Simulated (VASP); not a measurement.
Here is a VASP 6.6.1 calculation.

File INCAR:

```
SYSTEM = BN
  ALGO = Normal
  EDIFF = 1E-7
  ENCUT = 520
  GGA = PE
  ISIF = 2
  ISMEAR = 0
  LASPH = .TRUE.
  LCHARG = .FALSE.
  LREAL = .FALSE.
  LWAVE = .FALSE.
  NBANDS = 11
  NELM = 60
  PREC = Accurate
  SIGMA = 0.01
```

Contents of KPOINTS:

```
k-points
0
G
  8 8 8
  0 0 0
```

File POSCAR:

```
BN
1.0
    0.0000000000      1.8048245478      1.8048245478
    1.8048245478      0.0000000000      1.8048245478
    1.8048245478      1.8048245478      0.0000000000
B N
1 1
Direct
    0.0000000000      0.0000000000      0.0000000000
    0.2500000000      0.2500000000      0.2500000000
```

Potentials or basis: VASP PAW PBE potentials, release 64 (B, N).

Launch:

```console
$ cat potpaw_PBE.64/B/POTCAR potpaw_PBE.64/N/POTCAR > POTCAR
$ mpirun -np 1 vasp_std > vasp.out
```

Predict the band gap on the k mesh.

4.46 eV, indirect (least direct gap 8.84 eV).

Predict the pressure.

5.0 GPa.

A k mesh can miss the band edges.
